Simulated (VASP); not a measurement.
# InO in VASP: a series of runs, part 2 of 2

VASP 6.6.1.

## 3. Single point, PBE (strain -0.040 along x and y, -0.040 along z)

Input file INCAR:

```
SYSTEM = InO
PREC = Accurate
ENCUT = 520
EDIFF = 1E-6
ISMEAR = 0
SIGMA = 0.03
LREAL = .False.
LASPH = .True.
NELM = 80
ALGO = Normal
ISIF = 2
LWAVE = .False.
LCHARG = .True.
GGA = PE
LELF = .True.
LVHAR = .True.
NBANDS = 27
```

Input file KPOINTS:

```
regular mesh
0
Gamma
  12 12 2
  0 0 0
```

Input file POSCAR:

```
InO
1.0
    3.3154692493      0.0000000000      0.0000000000
   -1.6577346247      2.8712805953      0.0000000000
    0.0000000000      0.0000000000     15.2420160000
In O
2 2
Direct
    0.6666666667      0.3333333333      0.5900210000
    0.6666666667      0.3333333333      0.4099790000
    0.0000000000      0.0000000000      0.6398670000
    0.0000000000      0.0000000000      0.3601330000
```

Potentials or basis: VASP PAW PBE potentials, release 64 (In_d, O).

On the command line:

```
$ cat potpaw_PBE.64/In_d/POTCAR potpaw_PBE.64/O/POTCAR > POTCAR
$ mpirun -np 1 vasp_std > vasp.out
```

OUTCAR:

```text
SYSTEM = InO
   PREC = Accurate
   ENCUT = 520
   EDIFF = 1E-6
   ISMEAR = 0
   LREAL = .False.
   LASPH = .True.
   NELM = 80
   ISIF = 2
   GGA = PE

 ion  position               nearest neighbor table
   1  0.667  0.333  0.590-   3 2.06   3 2.06   3 2.06   2 2.74
   2  0.667  0.333  0.410-   4 2.06   4 2.06   4 2.06   1 2.74
   3  0.000  0.000  0.640-   1 2.06   1 2.06   1 2.06
   4  0.000  0.000  0.360-   2 2.06   2 2.06   2 2.06

  LATTYP: Found a hexagonal cell.
 ALAT       =     3.3154692493
 C/A-ratio  =     4.5972424577

  Lattice vectors:

 A1 = (   3.3154692493,   0.0000000000,   0.0000000000)
 A2 = (  -1.6577346247,   2.8712805953,   0.0000000000)
 A3 = (   0.0000000000,   0.0000000000,  15.2420160000)

Analysis of symmetry for initial positions (statically):
=====================================================================
 Subroutine PRICEL returns:
 Original cell was already a primitive cell.

 Routine SETGRP: Setting up the symmetry group for a
 hexagonal supercell.

 Subroutine GETGRP returns: Found 12 space group operations
 (whereof 12 operations were pure point group operations)
 out of a pool of 24 trial point group operations.

The static configuration has the point symmetry D_3h.

Analysis of symmetry for dynamics (positions and initial velocities):
=====================================================================
 Subroutine PRICEL returns:
 Original cell was already a primitive cell.

 Routine SETGRP: Setting up the symmetry group for a
 hexagonal supercell.

 Subroutine GETGRP returns: Found 12 space group operations
 (whereof 12 operations were pure point group operations)
 out of a pool of 24 trial point group operations.

The dynamic configuration has the point symmetry D_3h.

 Subroutine INISYM returns: Found 12 space group operations
 (whereof 12 operations are pure point group operations),
 and found     1 'primitive' translations

----------------------------------------------------------------------------------------

                                     Primitive cell

  volume of cell :     145.0985

  direct lattice vectors                    reciprocal lattice vectors
     3.315469249  0.000000000  0.000000000     0.301616430  0.174138327  0.000000000
    -1.657734625  2.871280595  0.000000000     0.000000000  0.348276655  0.000000000
     0.000000000  0.000000000 15.242016000     0.000000000  0.000000000  0.065608119

  length of vectors
     3.315469249  3.315469249 15.242016000     0.348276655  0.348276655  0.065608119

  position of ions in fractional coordinates (direct lattice)
     0.666666667  0.333333333  0.590021000
     0.666666667  0.333333333  0.409979000
     0.000000000  0.000000000  0.639867000
     0.000000000  0.000000000  0.360133000

  ion indices of the primitive-cell ions
   primitive index   ion index
                 1           1
                 2           2
                 3           3
                 4           4

----------------------------------------------------------------------------------------

 KPOINTS: regular mesh

Automatic generation of k-mesh.
 Grid dimensions read from file:
 generate k-points for:   12   12    2

 Generating k-lattice:

  Cartesian coordinates                     Fractional coordinates (reciprocal lattice)
     0.025134703  0.014511527  0.000000000     0.083333333  0.000000000  0.000000000
     0.000000000  0.029023055  0.000000000     0.000000000  0.083333333  0.000000000
     0.000000000  0.000000000  0.032804060     0.000000000  0.000000000  0.500000000

  Length of vectors
     0.029023055  0.029023055  0.032804060

  Shift w.r.t. Gamma in fractional coordinates (k-lattice)
     0.000000000  0.000000000  0.000000000

 Subroutine IBZKPT returns following result:
 ===========================================

 Found     38 irreducible k-points:

 Following reciprocal coordinates:
            Coordinates               Weight
  0.000000  0.000000  0.000000      1.000000
  0.083333 -0.000000  0.000000      6.000000
  0.166667 -0.000000  0.000000      6.000000
  0.250000 -0.000000  0.000000      6.000000
  0.333333 -0.000000  0.000000      6.000000
  0.416667 -0.000000  0.000000      6.000000
[... 16 lines left out ...]
  0.250000 -0.000000  0.500000      6.000000
  0.333333 -0.000000  0.500000      6.000000
 [... further k-points ...]
   k-points           NKPTS =     38   k-points in BZ     NKDIM =     38   number of bands    NBANDS=     27
   number of dos      NEDOS =    301   number of ions     NIONS =      4
   total plane-waves  NPLWV =  94080
   dimension x,y,z NGX =    28 NGY =   28 NGZ =  120
   dimension x,y,z NGXF=    56 NGYF=   56 NGZF=  240
   ions per type =               2   2
   NGX,Y,Z   is equivalent  to a cutoff of  14.04, 14.04, 13.09 a.u.
   NGXF,Y,Z  is equivalent  to a cutoff of  28.08, 28.08, 26.18 a.u.
 SYSTEM =  InO
   PREC   = accura    normal or accurate (medium, high low for compatibility)
   ISTART =      0    job   : 0-new  1-cont  2-samecut
   ICHARG =      2    charge: 1-file 2-atom 10-const
   ISPIN  =      1    spin polarized calculation?
   LNONCOLLINEAR =      F non collinear calculations
   LSORBIT =      F    spin-orbit coupling
   LASPH  =      T    aspherical Exc in radial PAW
   ENCUT  =  520.0 eV  38.22 Ry    6.18 a.u.   6.16  6.16 28.34*2*pi/ulx,y,z
   NELM   =     80;   NELMIN=  2; NELMDL= -5     # of ELM steps
   EDIFF  = 0.1E-05   stopping-criterion for ELM
   LREAL  =      F    real-space projection
   EDIFFG = 0.1E-04   stopping-criterion for IOM
   NSW    =      0    number of steps for IOM
   IBRION =     -1    ionic relax: 0-MD 1-quasi-New 2-CG
   NFREE  =      0    steps in history (QN), initial steepest desc. (CG)
   ISIF   =      2    stress and relaxation
   ISYM   =      2    0-nonsym 1-usesym 2-fastsym
   POTIM  = 0.5000    time-step for ionic-motion
   TEBEG  =    0.0;   TEEND  =   0.0 temperature during run
   PSTRESS=    0.0 pullay stress
   NELECT =      38.0000    total number of electrons
   NUPDOWN=      -1.0000    fix difference up-down
   EMIN   =  10.00;   EMAX   =-10.00  energy-range for DOS
   EFERMI =   0.00;   METHOD = LEGACY
   ISMEAR =     0;   SIGMA  =   0.03  broadening in eV -4-tet -1-fermi 0-gaus
   EFERMI_NEDOS =   21; number of points for ismear=-14 and -15
   IALGO  =     38    algorithm
   IMIX   =      4    mixing-type and parameters
     AMIX     =   0.40;   BMIX     =  1.00
     AMIX_MAG =   1.60;   BMIX_MAG =  1.00
  volume/ion in A,a.u.               =      36.27       244.79
  Fermi-wavevector in a.u.,A,eV,Ry     =   1.047406  1.979310 14.926395  1.097059
  Thomas-Fermi vector in A             =   2.182285
   LORBIT       =      0    0 simple, 1 ext, 2 COOP (PROOUT), +10 PAW based schemes
   GGA     = PE    functional components
   LHFCALC =     F    Hartree Fock is set to
   AEXX    =    0.0000 exact exchange contribution
   IVDW    =     0    specifies the selected vdW correction
   LEPSILON=     F    determine dielectric tensor
   LRPA    =     F    only Hartree local field effects (RPA)
 non-spin polarized calculation
 Gauss-broadening in eV      SIGMA  =   0.03
  energy-cutoff  :      520.00
  volume of cell :      145.10
 maximum number of plane-waves:      3944
 NGX is ok and might be reduce to    28
   NGX = 13   NGY = 13   NGZ = 57

 number of electron      37.9999999 magnetization

 Free energy of the ion-electron system (eV)
  ---------------------------------------------------
  ext. energy  EPLUGINS =         0.00000000
  ---------------------------------------------------
  free energy    TOTEN  =       -19.08833491 eV

  energy without entropy =      -19.08833491  energy(sigma->0) =      -19.08833491

 E-fermi :  -0.6421     XC(G=0):  -5.2146

 val. band max:       -0.8204413099   @ k =   0.3333   0.3333   0.0000
 cond. band min:      -0.3224548394   @ k =   0.0000   0.0000   0.5000
 fundamental gap:      0.4979864705
 Fermi energy:        -0.6421033680

 k-point     1 :       0.0000    0.0000    0.0000
  band No.  band energies     occupation
      1     -19.3281      2.00000
      2     -19.2980      2.00000
      3     -14.6270      2.00000
      4     -14.6270      2.00000
      5     -14.5676      2.00000
      6     -14.5676      2.00000
[... 19 lines left out ...]
     26       9.2923      0.00000
     27       9.2923      0.00000
[... 667 lines left out ...]
      5     -14.3857      2.00000
      6     -14.3090      2.00000
[... 19 lines left out ...]
     26       8.2068      0.00000
     27       8.2209      0.00000

 [... further k-points ...]

------------------------ aborting loop because EDIFF is reached ----------------------------------------

  FORCE on cell =-STRESS in cart. coord.  units (eV):
  Direction    XX          YY          ZZ          XY          YZ          ZX
  --------------------------------------------------------------------------------------
  -------------------------------------------------------------------------------------
  Total        6.8484695      6.8484695      3.4981133     -0.0000000      0.0000000      0.0000000
  in kB       75.6207635     75.6207635     38.6261485     -0.0000000      0.0000000      0.0000000
  external PRESSURE =      63.2892252 kB  Pullay stress =       0.0000000 kB

 VOLUME and BASIS-vectors are now :
 -----------------------------------------------------------------------------
  energy-cutoff  :      520.00
  volume of cell :      145.10
      direct lattice vectors                 reciprocal lattice vectors
     3.315469249  0.000000000  0.000000000     0.301616430  0.174138327  0.000000000
    -1.657734625  2.871280595  0.000000000     0.000000000  0.348276655  0.000000000
     0.000000000  0.000000000 15.242016000     0.000000000  0.000000000  0.065608119

 POSITION                                       TOTAL-FORCE (eV/Angst)
 -----------------------------------------------------------------------------------
      1.65773      0.95709      8.99311         0.000000      0.000000     -0.556631
      1.65773      0.95709      6.24891        -0.000000     -0.000000      0.556631
      0.00000      0.00000      9.75286        -0.000000      0.000000      1.193344
      0.00000      0.00000      5.48915         0.000000      0.000000     -1.193344
 -----------------------------------------------------------------------------------
    total drift:                                0.000000     -0.000000      0.000000

  FREE ENERGIE OF THE ION-ELECTRON SYSTEM (eV)
  ---------------------------------------------------
  free  energy   TOTEN  =       -19.0883349142 eV

  energy  without entropy=      -19.0883349142  energy(sigma->0) =      -19.08833491
```

stdout:

```text
POSCAR found type information on POSCAR InO
 POSCAR found :  2 types and       4 ions
 scaLAPACK will be used
 LDA part: xc-table for (Slater+PW92), standard interpolation
 POSCAR, INCAR and KPOINTS ok, starting setup
 FFT: planning ... GRIDC
 FFT: planning ... GRID_SOFT
 FFT: planning ... GRID
 WAVECAR not read
 entering main loop
```

It took 6.4 min on 1 thread of Intel Xeon 8259CL, shared host; peak memory 0.36 GiB.

Results:

* Free energy: -19.0883 eV
* Largest force: 1.193 eV/Å
* Band gap on the k mesh: 0.50 eV (least direct gap 1.51 eV)

Forces in eV/Å, atoms in the order of the input:
```
In   0.000  0.000 -0.557
In   0.000  0.000  0.557
O    0.000  0.000  1.193
O    0.000  0.000 -1.193
```

Caveat: the cell differs from its parent crystal (strain -0.040 along x and y, -0.040 along z); there is no dipole correction, which matters where the two faces differ; semilocal functionals underestimate gaps, and a narrow one can read as zero; spin-orbit coupling is left out, which moves the levels of the heavy elements.
